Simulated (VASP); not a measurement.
Ge2Sb2Te5, 9 atoms in the cell. The structure is trigonal, space group P-3m1 (No. 164). Conventional cell: a = 4.516 Å, b = 4.516 Å, c = 16.983 Å, α = 90.00°, β = 90.00°, γ = 120.00°. Ge (site symmetry 3m) has 6 Te at 2.93 to 3.34 Å within 3.9 Å. Sb (site symmetry 3m) has 6 Te at 3.08 to 3.23 Å within 4.1 Å. Within 4.2 Å of Te (site symmetry -3m) lie 6 Sb at 3.23 Å. Te (site symmetry 3m) has 3 Sb at 3.08 Å and 3 Ge at 3.34 Å within 4.1 Å. Within 4.1 Å of Te (site symmetry 3m) lie 3 Ge at 2.93 Å and 3 Te at 4.03 Å. 

* Program: VASP 6.6.1
* Task: single point
* Functional: PBE
* Potentials or basis: VASP PAW PBE potentials, release 64 (Ge_d, Sb, Te)
* Cutoff: 520 eV
* k mesh: 12 × 12 × 2
* Occupations: gaussian, width 0.03 eV
* Spin: no spin polarisation
* Dipole correction: no
* Further INCAR settings: ALGO = Normal; EDIFF = 1e-07; NBANDS = 44

Potentials or basis: VASP PAW PBE potentials, release 64 (Ge_d, Sb, Te).

The run is started by

```console
$ cat potpaw_PBE.64/Ge_d/POTCAR potpaw_PBE.64/Sb/POTCAR potpaw_PBE.64/Te/POTCAR > POTCAR
$ mpirun -np 1 vasp_std > vasp.out
```

Hardware: 1 thread of Intel(R) Xeon(R) 6975P-C (Granite Rapids), with other jobs on the host.

Task: Estimate the wall time of this run.

Result: It took 6.6 min on 1 thread of Intel(R) Xeon(R) 6975P-C (Granite Rapids), with other jobs on the host, peak memory 0.68 GiB. Counts: scf iterations 16, k points 38.
